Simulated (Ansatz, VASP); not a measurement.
# Two plane-wave programs on C

Contents of INCAR:

```
PREC = Accurate ; ENCUT = 520
EDIFF = 1E-6 ; ISMEAR = 0
SIGMA = 0.05 ; LREAL = False
LASPH = True ; NELM = 100
ALGO = Normal ; ISIF = 2
LWAVE = False ; LCHARG = False
GGA = PE ; NBANDS = 26
```

Contents of KPOINTS:

```
regular mesh
0
Gamma
  12 12 4
```

Contents of POSCAR:

```
C
1.0
    2.4551126132      0.0000000000      0.0000000000
   -1.2275563066      2.1261898921      0.0000000000
    0.0000000000      0.0000000000      8.0970746369
C
8
Direct
   -0.0082542016     -0.0165084032      0.0929732494
   -0.0082542016     -0.0165084032      0.5929732494
   -0.0082542016     -0.0165084032      0.4070267506
   -0.0082542016     -0.0165084032      0.9070267506
    0.3415875349      0.6831750699      0.1555299995
    0.6749208683      0.3498417365      0.6555299995
    0.3415875349      0.6831750699      0.3444700005
    0.6749208683      0.3498417365      0.8444700005
```

Input for Ansatz:

```yaml
crystal:
  lattice:
    - [2.4551126132, 0.0, 0.0]
    - [-1.2275563066, 2.1261898921, 0.0]
    - [0.0, 0.0, 8.0970746369]
  atoms:
    - { symbol: C, position: [-0.0082542016, -0.0165084032, 0.0929732494] }
    - { symbol: C, position: [-0.0082542016, -0.0165084032, 0.5929732494] }
    - { symbol: C, position: [-0.0082542016, -0.0165084032, 0.4070267506] }
    - { symbol: C, position: [-0.0082542016, -0.0165084032, 0.9070267506] }
    - { symbol: C, position: [0.3415875349, 0.6831750699, 0.1555299995] }
    - { symbol: C, position: [0.6749208683, 0.3498417365, 0.6555299995] }
    - { symbol: C, position: [0.3415875349, 0.6831750699, 0.3444700005] }
    - { symbol: C, position: [0.6749208683, 0.3498417365, 0.8444700005] }
basis:
  ecutwfc: 520.0
kpoints:
  mp_grid: { grid: [12, 12, 4] }
hamiltonian:
  xc: pbe
  pseudopotentials: { kind: paw, azcp: { folder: soft_1 } }
scf:
  occupations: { method: gaussian, width: 0.05 }
output:
  forces: true
  stress: true
  eigenvalues: true
```

Change from the starting cell: mode 14 frozen in at -0.036 Å, equal normal strain along x, y and z -0.0250.

Alike in both runs: task single point; functional PBE; k mesh 12 × 12 × 4; occupations gaussian, width 0.05 eV; no spin polarisation.

```csv
,VASP,Ansatz
version,VASP 6.6.1,Ansatz 0.2.0
potentials or method,"VASP PAW PBE potentials, release 64 (C), cutoff 520 eV","scalar-relativistic, plane waves, PAW"
valence electrons in the cell,32,32
```

```tsv
	VASP	Ansatz	Ansatz less VASP
gap on the k mesh at the Fermi level (eV)	4.08	4.09	+0.011
least direct gap on the mesh (eV)	4.61	4.61	+0.006
pressure (GPa)	41.2	40.2	-0.92
traceless stress, the component that is largest in VASP (GPa)	1.49	1.49	0.000
rms of the force components (eV/Å)	1.540	1.529	-0.0105
```

Atom by atom the forces differ by 0.011 eV/Å (rms over components). Both programs put the cell under a high pressure, so it lies far from rest at this level.
